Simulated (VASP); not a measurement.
# AgI (F-43m) in VASP: further runs, part 2 of 2

VASP 6.6.1. The steps go on from the part before.

## Step 4: Single point, PBE

This run uses another cell than the first one, of 36.41 Å³/atom.

INCAR reads:

```
SYSTEM = AgI
  PREC = Accurate
  ENCUT = 500
  EDIFF = 1E-6
  ISMEAR = -1
  SIGMA = 0.02
  LREAL = .False.
  LASPH = .True.
  NELM = 120
  ALGO = Normal
  ISIF = 2
  LWAVE = .False.
  LCHARG = .True.
  GGA = PE
  LELF = .True.
  LVHAR = .True.
  NBANDS = 16
  GGA_COMPAT = .False.
```

KPOINTS reads:

```
regular mesh
0
Gamma
  6 6 6
  0 0 0
```

POSCAR reads:

```
AgI
1.0
    0.0000000000      3.3144926383      3.3144926383
    3.3144926383      0.0000000000      3.3144926383
    3.3144926383      3.3144926383      0.0000000000
Ag I
1 1
Direct
    0.0000000000      0.0000000000      0.0000000000
    0.7500000000      0.7500000000      0.7500000000
```

Potentials or basis: VASP PAW PBE potentials, release 64 (Ag, I).

Run with:

```sh
$ cat potpaw_PBE.64/Ag/POTCAR potpaw_PBE.64/I/POTCAR > POTCAR
$ mpirun -np 1 vasp_std > vasp.out
```

OUTCAR:

```text
SYSTEM = AgI
   PREC = Accurate
   ENCUT = 500
   EDIFF = 1E-6
   ISMEAR = -1
   LREAL = .False.
   LASPH = .True.
   NELM = 120
   ISIF = 2
   GGA = PE

 ion  position               nearest neighbor table
   1  0.000  0.000  0.000-   2 2.87   2 2.87   2 2.87   2 2.87
   2  0.750  0.750  0.750-   1 2.87   1 2.87   1 2.87   1 2.87

  LATTYP: Found a face centered cubic cell.
 ALAT       =     6.6289852766

  Lattice vectors:

 A1 = (   0.0000000000,   3.3144926383,   3.3144926383)
 A2 = (   3.3144926383,   0.0000000000,   3.3144926383)
 A3 = (   3.3144926383,   3.3144926383,   0.0000000000)

Analysis of symmetry for initial positions (statically):
=====================================================================
 Subroutine PRICEL returns:
 Original cell was already a primitive cell.

 Routine SETGRP: Setting up the symmetry group for a
 face centered cubic supercell.

 Subroutine GETGRP returns: Found 24 space group operations
 (whereof 24 operations were pure point group operations)
[... 151 lines left out ...]
  free energy    TOTEN  =        -4.79126180 eV

  energy without entropy =       -4.79126180  energy(sigma->0) =       -4.79126180

 E-fermi :   2.9144     XC(G=0):  -8.1474

 val. band max:        2.4669135972   @ k =   0.0000   0.0000   0.0000
 cond. band min:       3.8117042621   @ k =   0.0000   0.0000   0.0000
 fundamental gap:      1.3447906648
 Fermi energy:         2.9143754151

 k-point     1 :       0.0000    0.0000    0.0000
  band No.  band energies     occupation
      1     -10.0096      2.00000
      2      -1.3973      2.00000
      3      -1.3973      2.00000
      4      -1.3973      2.00000
      5      -0.3531      2.00000
      6      -0.3531      2.00000
[... 281 lines left out ...]
      3      -1.0309      2.00000
      4      -0.9412      2.00000
      5      -0.3583      2.00000
      6      -0.1395      2.00000
[... 8 lines left out ...]
     15      13.7999      0.00000
     16      14.0192      0.00000

------------------------ aborting loop because EDIFF is reached ----------------------------------------

  FORCE on cell =-STRESS in cart. coord.  units (eV):
  Direction    XX          YY          ZZ          XY          YZ          ZX
  --------------------------------------------------------------------------------------
  -------------------------------------------------------------------------------------
  Total       -0.0192048     -0.0192048     -0.0192048      0.0000000      0.0000000     -0.0000000
  in kB       -0.4225115     -0.4225115     -0.4225115      0.0000000      0.0000000     -0.0000000
  external PRESSURE =      -0.4225115 kB  Pullay stress =       0.0000000 kB

 VOLUME and BASIS-vectors are now :
 -----------------------------------------------------------------------------
  energy-cutoff  :      500.00
  volume of cell :       72.83
      direct lattice vectors                 reciprocal lattice vectors
     0.000000000  3.314492638  3.314492638    -0.150852651  0.150852651  0.150852651
     3.314492638  0.000000000  3.314492638     0.150852651 -0.150852651  0.150852651
     3.314492638  3.314492638  0.000000000     0.150852651  0.150852651 -0.150852651

 POSITION                                       TOTAL-FORCE (eV/Angst)
 -----------------------------------------------------------------------------------
      0.00000      0.00000      0.00000        -0.000000     -0.000000     -0.000000
      4.97174      4.97174      4.97174         0.000000      0.000000      0.000000
 -----------------------------------------------------------------------------------
    total drift:                               -0.000000     -0.000000     -0.000000

  FREE ENERGIE OF THE ION-ELECTRON SYSTEM (eV)
  ---------------------------------------------------
  free  energy   TOTEN  =        -4.7912618031 eV

  energy  without entropy=       -4.7912618031  energy(sigma->0) =       -4.79126180
```

Wall time 13 s (1 thread of AMD EPYC 9R45 (Zen 5), shared host); peak memory 0.18 GiB.

Results:

```
Free energy            : -4.7913 eV
Pressure               : 0.0 GPa
Band gap on the k mesh : 1.34 eV
```

Caveat: spin-orbit coupling is left out, which moves the levels of the heavy elements.

## Step 5: Single point, r2SCAN

This run uses another cell than the first one, of 35.56 Å³/atom.

POSCAR reads:

```
AgI
1.0
    0.0000000000      3.2885552265      3.2885552265
    3.2885552265      0.0000000000      3.2885552265
    3.2885552265      3.2885552265      0.0000000000
Ag I
1 1
Direct
    0.0000000000      0.0000000000      0.0000000000
    0.7500000000      0.7500000000      0.7500000000
```

INCAR.step1 reads:

```
ALGO = Normal ; EDIFF = 1E-5
ENCUT = 550 ; GGA = PE
GGA_COMPAT = F ; ISMEAR = -1
LASPH = T ; LCHARG = F
LREAL = F ; LWAVE = T
NBANDS = 16 ; NELM = 120
PREC = Accurate ; SIGMA = 0.02
```

INCAR.step2 reads:

```
ALGO = Normal ; EDIFF = 1E-6
ENCUT = 550 ; GGA_COMPAT = F
ISIF = 2 ; ISMEAR = -1
ISTART = 1 ; LASPH = T
LCHARG = F ; LMIXTAU = T
LREAL = F ; LWAVE = F
METAGGA = R2SCAN ; NBANDS = 16
NELM = 120 ; PREC = Accurate
SIGMA = 0.02
```

KPOINTS reads:

```
k-points
0
Gamma
  6 6 6
```

Run with:

```sh
$ cat potpaw_PBE.64/Ag/POTCAR potpaw_PBE.64/I/POTCAR > POTCAR
$ cp INCAR.step1 INCAR
$ mpirun -np 1 vasp_std > vasp.out
$ cp INCAR.step2 INCAR
$ mpirun -np 1 vasp_std > vasp.out
```

Wall time 67 s (1 thread of AMD EPYC 9R45 (Zen 5), shared host); peak memory 0.2 GiB.

The run converged. Its results:

```
Free energy            : -46.5252 eV
Pressure               : -0.1 GPa
Band gap on the k mesh : 1.79 eV
```

Levels at points of the mesh, in eV from the valence-band top:
```
           k point  band 5  band 6  band 7  band 8  band 9  band 10  band 11  band 12  band 13  band 14
(0.00, 0.00, 0.00)   -2.94   -2.94    0.00    0.00    0.00     1.79     6.31     6.31     6.31     9.32
(0.50, 0.00, 0.00)   -2.91   -2.91   -2.81   -0.68   -0.68     3.22     6.71     6.71     7.45     9.60
(0.50, 0.50, 0.00)   -2.85   -2.82   -2.46   -1.70   -1.70     3.98     4.23     8.85    10.18    10.18
```

Caveat: the PAW data sets were made with another functional, which shifts forces and pressure a little; spin-orbit coupling is left out, which moves the levels of the heavy elements.

## Step 6: Overview

```csv
level,potentials or basis,cell,cutoff (eV),gap on the mesh (eV),pressure (GPa)
LDA,"VASP PAW LDA potentials, release 64 (Ag, I)","a = 4.490 Å, angles 60.0°, 2 atoms",500,1.09,0.0
PBEsol,"VASP PAW PBE potentials, release 64 (Ag, I)","a = 4.560 Å, angles 60.0°, 2 atoms",500,1.20,0.0
PBE,"VASP PAW PBE potentials, release 64 (Ag, I)","a = 4.687 Å, angles 60.0°, 2 atoms",500,1.34,0.0
r2SCAN,"VASP PAW PBE potentials, release 64 (Ag, I)","a = 4.651 Å, angles 60.0°, 2 atoms",550,1.79,-0.1
```

Alike in all rows: task single point; no spin polarisation; k mesh 6 × 6 × 6; smearing fermi-dirac 0.02 eV.

Caveats: spin-orbit coupling is left out, which moves the levels of the heavy elements; the PAW data sets were made with another functional, which shifts forces and pressure a little (at least some runs).

Total energies depend on the potentials used, so only differences within one code and one set of settings carry meaning.
